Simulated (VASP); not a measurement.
# SiC: single point with LDA

SiC:

```
Si C
1.0
     2.16449    2.16449    0.00000
    -2.16449    2.16449    0.00000
     0.00000    2.16449    2.16449
Si C
1 1
Direct
  0.00000 0.00000 0.00000
  0.75000 0.25000 0.50000
```

| Property | Result |
| --- | --- |
| Program | VASP 6.6.1 |
| Task | single point |
| Functional | LDA |
| Potentials or basis | VASP PAW LDA potentials, release 64 (Si, C) |
| Cutoff | 520 eV |
| k mesh | 14 × 14 × 14 |
| Occupations | fermi-dirac, width 0.08 eV |
| Spin | no spin polarisation |
| Dipole correction | no |
| Further INCAR settings | ALGO = Normal; EDIFF = 1e-06; NBANDS = 11 |

| Property | Result |
| --- | --- |
| Pressure | 0.4 GPa |
| Band gap on the k mesh | 1.29 eV (least direct gap 4.52 eV) |

Levels at points of the mesh, in eV from the valence-band top:
| k point | band 1 | band 2 | band 3 | band 4 | band 5 | band 6 | band 7 | band 8 |
| --- | --- | --- | --- | --- | --- | --- | --- | --- |
| (0.00, 0.00, 0.00) | -15.47 | 0.00 | 0.00 | 0.00 | 6.53 | 7.33 | 7.33 | 7.33 |
| (0.50, 0.00, 0.00) | -11.78 | -8.67 | -1.06 | -1.06 | 5.57 | 7.21 | 7.21 | 10.03 |
| (0.50, 0.50, 0.00) | -10.28 | -7.88 | -3.23 | -3.23 | 1.29 | 4.26 | 14.06 | 14.06 |

Wall time 12 s on 1 thread of Intel Xeon 8259CL, with other jobs on the host, peak memory 0.14 GiB.

A k mesh can miss the band edges.
